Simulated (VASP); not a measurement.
# Ti (P6_3/mmc) in VASP: a series of runs

Ti is run at these levels: PBE; tasks: single point.

Program: VASP 6.6.1. These are calculated values, not measurements. Logs are shortened: lines on timing, memory, paths and dates and some standing lists are left out, and cuts for length are marked.

### 1 The cell of the first run

Symmetry: P6_3/mmc, No. 194, hexagonal system. The conventional cell has a = 2.939 Å, b = 2.939 Å, c = 4.649 Å, α = 90.00°, β = 90.00°, γ = 120.00°. Ti (site symmetry -6m2) has 12 Ti at 2.88 to 2.94 Å within 3.8 Å.

### 2 Single point, PBE

Input file INCAR:

```
SYSTEM = Ti
PREC     = Accurate       ! precision mode
ENCUT    = 520            ! plane-wave cutoff, eV
EDIFF    = 1E-7           ! SCF threshold, eV
ISMEAR   = 0              ! smearing method
SIGMA    = 0.1            ! smearing width, eV
LREAL    = .False.        ! projectors in reciprocal space
LASPH    = .True.         ! aspherical terms in the spheres
NELM     = 80             ! most SCF steps
ALGO     = Fast           ! electronic algorithm
ISIF     = 2              ! what is computed and relaxed
LWAVE    = .False.        ! write WAVECAR
LCHARG   = .False.        ! write CHGCAR
GGA      = PE             ! functional
NBANDS   = 19             ! bands
```

Input file KPOINTS:

```
regular mesh
0
Gamma
  18 18 10
  0 0 0
```

Input file POSCAR:

```
Ti
1.0
    2.9390512758      0.0000000000      0.0000000000
   -1.4695256379      2.5452930679      0.0000000000
    0.0000000000      0.0000000000      4.6493578829
Ti
2
Direct
    0.3333333333      0.6666666667      0.2500000000
    0.6666666667      0.3333333333      0.7500000000
```

Potentials or basis: VASP PAW PBE potentials, release 64 (Ti_sv).

Launch:

```sh
$ cat potpaw_PBE.64/Ti_sv/POTCAR > POTCAR
$ mpirun -np 1 vasp_std > vasp.out
```

OUTCAR:

```text
SYSTEM = Ti
   PREC = Accurate
   ENCUT = 520
   EDIFF = 1E-7
   ISMEAR = 0
   LREAL = .False.
   LASPH = .True.
   NELM = 80
   ISIF = 2
   GGA = PE

 ion  position               nearest neighbor table
   1  0.333  0.667  0.250-   2 2.88   2 2.88   2 2.88   2 2.88   2 2.88   2 2.88
   2  0.667  0.333  0.750-   1 2.88   1 2.88   1 2.88   1 2.88   1 2.88   1 2.88

  LATTYP: Found a hexagonal cell.
 ALAT       =     2.9390512758
 C/A-ratio  =     1.5819247256

  Lattice vectors:

 A1 = (   2.9390512758,   0.0000000000,   0.0000000000)
 A2 = (  -1.4695256379,   2.5452930679,   0.0000000000)
 A3 = (   0.0000000000,   0.0000000000,   4.6493578829)

Analysis of symmetry for initial positions (statically):
=====================================================================
 Subroutine PRICEL returns:
 Original cell was already a primitive cell.

 Routine SETGRP: Setting up the symmetry group for a
 hexagonal supercell.

 Subroutine GETGRP returns: Found 24 space group operations
 (whereof 12 operations were pure point group operations)
 out of a pool of 24 trial point group operations.

The static configuration has the point symmetry D_3d.
 The point group associated with its full space group is D_6h.

Analysis of symmetry for dynamics (positions and initial velocities):
=====================================================================
 Subroutine PRICEL returns:
 Original cell was already a primitive cell.

 Routine SETGRP: Setting up the symmetry group for a
 hexagonal supercell.

 Subroutine GETGRP returns: Found 24 space group operations
 (whereof 12 operations were pure point group operations)
 out of a pool of 24 trial point group operations.

The dynamic configuration has the point symmetry D_3d.
 The point group associated with its full space group is D_6h.

 Subroutine INISYM returns: Found 24 space group operations
 (whereof 12 operations are pure point group operations),
 and found     1 'primitive' translations

----------------------------------------------------------------------------------------

                                     Primitive cell

  volume of cell :      34.7807

  direct lattice vectors                    reciprocal lattice vectors
     2.939051276  0.000000000  0.000000000     0.340245850  0.196441033  0.000000000
    -1.469525638  2.545293068  0.000000000     0.000000000  0.392882066  0.000000000
     0.000000000  0.000000000  4.649357883     0.000000000  0.000000000  0.215083464

  length of vectors
     2.939051276  2.939051276  4.649357883     0.392882066  0.392882066  0.215083464

  position of ions in fractional coordinates (direct lattice)
     0.333333333  0.666666667  0.250000000
     0.666666667  0.333333333  0.750000000

  ion indices of the primitive-cell ions
   primitive index   ion index
                 1           1
                 2           2

----------------------------------------------------------------------------------------

 KPOINTS: regular mesh

Automatic generation of k-mesh.
 Grid dimensions read from file:
 generate k-points for:   18   18   10

 Generating k-lattice:

  Cartesian coordinates                     Fractional coordinates (reciprocal lattice)
     0.018902547  0.010913391  0.000000000     0.055555556  0.000000000  0.000000000
     0.000000000  0.021826781  0.000000000     0.000000000  0.055555556  0.000000000
     0.000000000  0.000000000  0.021508346     0.000000000  0.000000000  0.100000000

  Length of vectors
     0.021826781  0.021826781  0.021508346

  Shift w.r.t. Gamma in fractional coordinates (k-lattice)
     0.000000000  0.000000000  0.000000000

 Subroutine IBZKPT returns following result:
 ===========================================

 Found    222 irreducible k-points:

 Following reciprocal coordinates:
            Coordinates               Weight
  0.000000  0.000000  0.000000      1.000000
  0.055556  0.000000  0.000000      6.000000
  0.111111  0.000000  0.000000      6.000000
  0.166667  0.000000  0.000000      6.000000
  0.222222  0.000000  0.000000      6.000000
  0.277778  0.000000  0.000000      6.000000
[... 16 lines left out ...]
  0.333333  0.111111  0.000000     12.000000
  0.388889  0.111111  0.000000     12.000000
 [... further k-points ...]
   k-points           NKPTS =    222   k-points in BZ     NKDIM =    222   number of bands    NBANDS=     19
   number of dos      NEDOS =    301   number of ions     NIONS =      2
   total plane-waves  NPLWV =  20736
   dimension x,y,z NGX =    24 NGY =   24 NGZ =   36
   dimension x,y,z NGXF=    48 NGYF=   48 NGZF=   72
   ions per type =               2
   NGX,Y,Z   is equivalent  to a cutoff of  13.58, 13.58, 12.87 a.u.
   NGXF,Y,Z  is equivalent  to a cutoff of  27.15, 27.15, 25.74 a.u.
 SYSTEM =  Ti
   PREC   = accura    normal or accurate (medium, high low for compatibility)
   ISTART =      0    job   : 0-new  1-cont  2-samecut
   ICHARG =      2    charge: 1-file 2-atom 10-const
   ISPIN  =      1    spin polarized calculation?
   LNONCOLLINEAR =      F non collinear calculations
   LSORBIT =      F    spin-orbit coupling
   LASPH  =      T    aspherical Exc in radial PAW
   ENCUT  =  520.0 eV  38.22 Ry    6.18 a.u.   5.46  5.46  8.64*2*pi/ulx,y,z
   NELM   =     80;   NELMIN=  2; NELMDL= -5     # of ELM steps
   EDIFF  = 0.1E-06   stopping-criterion for ELM
   LREAL  =      F    real-space projection
   EDIFFG = 0.1E-05   stopping-criterion for IOM
   NSW    =      0    number of steps for IOM
   IBRION =     -1    ionic relax: 0-MD 1-quasi-New 2-CG
   NFREE  =      0    steps in history (QN), initial steepest desc. (CG)
   ISIF   =      2    stress and relaxation
   ISYM   =      2    0-nonsym 1-usesym 2-fastsym
   POTIM  = 0.5000    time-step for ionic-motion
   TEBEG  =    0.0;   TEEND  =   0.0 temperature during run
   PSTRESS=    0.0 pullay stress
   NELECT =      24.0000    total number of electrons
   NUPDOWN=      -1.0000    fix difference up-down
   EMIN   =  10.00;   EMAX   =-10.00  energy-range for DOS
   EFERMI =   0.00;   METHOD = LEGACY
   ISMEAR =     0;   SIGMA  =   0.10  broadening in eV -4-tet -1-fermi 0-gaus
   EFERMI_NEDOS =   21; number of points for ismear=-14 and -15
   IALGO  =     68    algorithm
   IMIX   =      4    mixing-type and parameters
     AMIX     =   0.40;   BMIX     =  1.00
     AMIX_MAG =   1.60;   BMIX_MAG =  1.00
  volume/ion in A,a.u.               =      17.39       117.36
  Fermi-wavevector in a.u.,A,eV,Ry     =   1.446658  2.733788 28.474544  2.092820
  Thomas-Fermi vector in A             =   2.564702
   LORBIT       =      0    0 simple, 1 ext, 2 COOP (PROOUT), +10 PAW based schemes
   GGA     = PE    functional components
   LHFCALC =     F    Hartree Fock is set to
   AEXX    =    0.0000 exact exchange contribution
   IVDW    =     0    specifies the selected vdW correction
   LEPSILON=     F    determine dielectric tensor
   LRPA    =     F    only Hartree local field effects (RPA)
 non-spin polarized calculation
 RMM-DIIS sequential band-by-band and
 Gauss-broadening in eV      SIGMA  =   0.10
  energy-cutoff  :      520.00
  volume of cell :       34.78
 maximum number of plane-waves:       965
 NGX is ok and might be reduce to    24
   NGX = 11   NGY = 11   NGZ = 17

 number of electron      24.0000002 magnetization

 Free energy of the ion-electron system (eV)
  ---------------------------------------------------
  ext. energy  EPLUGINS =         0.00000000
  ---------------------------------------------------
  free energy    TOTEN  =       -15.67725262 eV

  energy without entropy =      -15.66783346  energy(sigma->0) =      -15.67254304

 E-fermi :   8.3337     XC(G=0): -11.4916

 val. band max:        8.3239356830   @ k =   0.1667   0.0000   0.1000
 cond. band min:       8.3503623496   @ k =   0.0556   0.0000   0.5000
 fundamental gap:      0.0264266666
 Fermi energy:         8.3336608065

 k-point     1 :       0.0000    0.0000    0.0000
  band No.  band energies     occupation
      1     -48.5407      2.00000
      2     -48.4041      2.00000
      3     -25.1287      2.00000
      4     -24.4870      2.00000
      5     -24.4870      2.00000
      6     -24.4221      2.00000
[... 11 lines left out ...]
     18       9.9374      0.00000
     19      11.4679      0.00000

 k-point     2 :       0.0556    0.0000    0.0000
  band No.  band energies     occupation
      1     -48.5376      2.00000
      2     -48.4029      2.00000
      3     -25.1219      2.00000
      4     -24.5009      2.00000
      5     -24.4917      2.00000
      6     -24.4250      2.00000
[... 11 lines left out ...]
     18       9.8881      0.00000
     19      11.4947      0.00000

 k-point     3 :       0.1111    0.0000    0.0000
  band No.  band energies     occupation
      1     -48.5288      2.00000
      2     -48.3995      2.00000
      3     -25.1020      2.00000
      4     -24.5409      2.00000
      5     -24.5049      2.00000
      6     -24.4419      2.00000
[... 11 lines left out ...]
     18       9.8080      0.00000
     19      11.5620      0.00000

 k-point     4 :       0.1667    0.0000    0.0000
  band No.  band energies     occupation
      1     -48.5151      2.00000
      2     -48.3946      2.00000
      3     -25.0703      2.00000
      4     -24.6025      2.00000
      5     -24.5247      2.00000
      6     -24.5041      2.00000
[... 11 lines left out ...]
     18      10.0609      0.00000
     19      11.6445      0.00000

 k-point     5 :       0.2222    0.0000    0.0000
  band No.  band energies     occupation
      1     -48.4977      2.00000
      2     -48.3891      2.00000
      3     -25.0288      2.00000
      4     -24.6787      2.00000
      5     -24.5786      2.00000
      6     -24.5482      2.00000
[... 11 lines left out ...]
     18      10.3880      0.00000
     19      11.7226      0.00000

 k-point     6 :       0.2778    0.0000    0.0000
  band No.  band energies     occupation
      1     -48.4783      2.00000
      2     -48.3840      2.00000
      3     -24.9803      2.00000
      4     -24.7603      2.00000
      5     -24.6557      2.00000
      6     -24.5726      2.00000
[... 11 lines left out ...]
     18      10.7611      0.00000
     19      11.7867      0.00000

 k-point     7 :       0.3333    0.0000    0.0000
  band No.  band energies     occupation
      1     -48.4589      2.00000
      2     -48.3803      2.00000
      3     -24.9287      2.00000
      4     -24.8373      2.00000
      5     -24.7266      2.00000
      6     -24.5950      2.00000
[... 11 lines left out ...]
     18      11.1451      0.00000
     19      11.8340      0.00000

 k-point     8 :       0.3889    0.0000    0.0000
  band No.  band energies     occupation
      1     -48.4415      2.00000
      2     -48.3788      2.00000
      3     -24.9002      2.00000
      4     -24.8791      2.00000
      5     -24.7832      2.00000
      6     -24.6129      2.00000
[... 256 lines left out ...]
 k-point    20 :       0.1667    0.1111    0.0000
  band No.  band energies     occupation
      1     -48.4907      2.00000
      2     -48.3871      2.00000
      3     -25.0117      2.00000
      4     -24.6830      2.00000
      5     -24.6410      2.00000
      6     -24.5316      2.00000
[... 11 lines left out ...]
     18      10.6667      0.00000
     19      11.6960      0.00000

 k-point    21 :       0.2222    0.1111    0.0000
  band No.  band energies     occupation
      1     -48.4721      2.00000
      2     -48.3826      2.00000
      3     -24.9645      2.00000
      4     -24.7570      2.00000
      5     -24.6962      2.00000
      6     -24.5687      2.00000
[... 11 lines left out ...]
     18      11.0976      0.00000
     19      11.7367      0.00000

 k-point    22 :       0.2778    0.1111    0.0000
  band No.  band energies     occupation
      1     -48.4535      2.00000
      2     -48.3796      2.00000
      3     -24.9139      2.00000
      4     -24.8288      2.00000
      5     -24.7445      2.00000
      6     -24.6042      2.00000
[... 11 lines left out ...]
     18      11.5623      0.00000
     19      11.7680      0.00000

 k-point    23 :       0.3333    0.1111    0.0000
  band No.  band energies     occupation
      1     -48.4367      2.00000
      2     -48.3787      2.00000
      3     -24.8876      2.00000
      4     -24.8647      2.00000
      5     -24.7832      2.00000
      6     -24.6330      2.00000
[... 11 lines left out ...]
     18      11.7891      0.00000
     19      12.0431      0.00000

 k-point    24 :       0.3889    0.1111    0.0000
  band No.  band energies     occupation
      1     -48.4243      2.00000
      2     -48.3795      2.00000
      3     -24.9259      2.00000
      4     -24.8250      2.00000
      5     -24.8085      2.00000
      6     -24.6515      2.00000
[... 11 lines left out ...]
     18      11.8008      0.00000
     19      12.5293      0.00000

 [... further k-points ...]

------------------------ aborting loop because EDIFF is reached ----------------------------------------

  FORCE on cell =-STRESS in cart. coord.  units (eV):
  Direction    XX          YY          ZZ          XY          YZ          ZX
  --------------------------------------------------------------------------------------
  -------------------------------------------------------------------------------------
  Total       -0.0960635     -0.0960635     -0.0941427      0.0000000     -0.0000000      0.0000000
  in kB       -4.4251796     -4.4251796     -4.3366969      0.0000000     -0.0000000      0.0000000
  external PRESSURE =      -4.3956854 kB  Pullay stress =       0.0000000 kB

 VOLUME and BASIS-vectors are now :
 -----------------------------------------------------------------------------
  energy-cutoff  :      520.00
  volume of cell :       34.78
      direct lattice vectors                 reciprocal lattice vectors
     2.939051276  0.000000000  0.000000000     0.340245850  0.196441033  0.000000000
    -1.469525638  2.545293068  0.000000000     0.000000000  0.392882066  0.000000000
     0.000000000  0.000000000  4.649357883     0.000000000  0.000000000  0.215083464

 POSITION                                       TOTAL-FORCE (eV/Angst)
 -----------------------------------------------------------------------------------
     -0.00000      1.69686      1.16234         0.000000     -0.000000      0.000000
      1.46953      0.84843      3.48702        -0.000000      0.000000      0.000000
 -----------------------------------------------------------------------------------
    total drift:                               -0.000000      0.000000     -0.000000

  FREE ENERGIE OF THE ION-ELECTRON SYSTEM (eV)
  ---------------------------------------------------
  free  energy   TOTEN  =       -15.6772526207 eV

  energy  without entropy=      -15.6678334633  energy(sigma->0) =      -15.67254304
```

Run time: 17 min. Hardware: 1 thread of AMD EPYC 7R43 (Zen 3), shared host; peak memory 0.2 GiB.

Results:

```
Free energy            : -15.6773 eV
Pressure               : -0.4 GPa
Band gap on the k mesh : zero (band 12 reaches 9.10 eV, above the bottom of band 13 at 7.99 eV)
```

(Part 1 of 2 ends here.)
